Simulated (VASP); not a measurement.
Here is a VASP 6.6.1 calculation.

File INCAR:

```
SYSTEM = Ni
  PREC = Accurate
  ENCUT = 520
  EDIFF = 1E-6
  ISMEAR = 0
  SIGMA = 0.25
  LREAL = .FALSE.
  LASPH = .TRUE.
  NELM = 150
  ALGO = Normal
  ISIF = 2
  LWAVE = .FALSE.
  LCHARG = .FALSE.
  ISPIN = 2
  MAGMOM = 1.5
  LORBIT = 11
  LMAXMIX = 4
  GGA = PE
  NBANDS = 15
```

File KPOINTS:

```
regular mesh
0
G
  16 16 16
  0 0 0
```

File POSCAR:

```
Ni
1.0
    2.4917520000      0.0000000000      0.0000000000
    1.2458760000      2.1579205319      0.0000000000
    1.2458760000      0.7193068440      2.0345069885
Ni
1
Direct
    0.0000000000      0.0000000000      0.0000000000
```

Potentials or basis: VASP PAW PBE potentials, release 64 (Ni).

The run is started by

```console
$ cat potpaw_PBE.64/Ni/POTCAR > POTCAR
$ mpirun -np 1 vasp_std > vasp.out
```

(1) Estimate the net moment.

(2) What does it give for the site moments?

## Answers

(1) 0.61 μB per cell.

(2) Ni +0.62 μB.
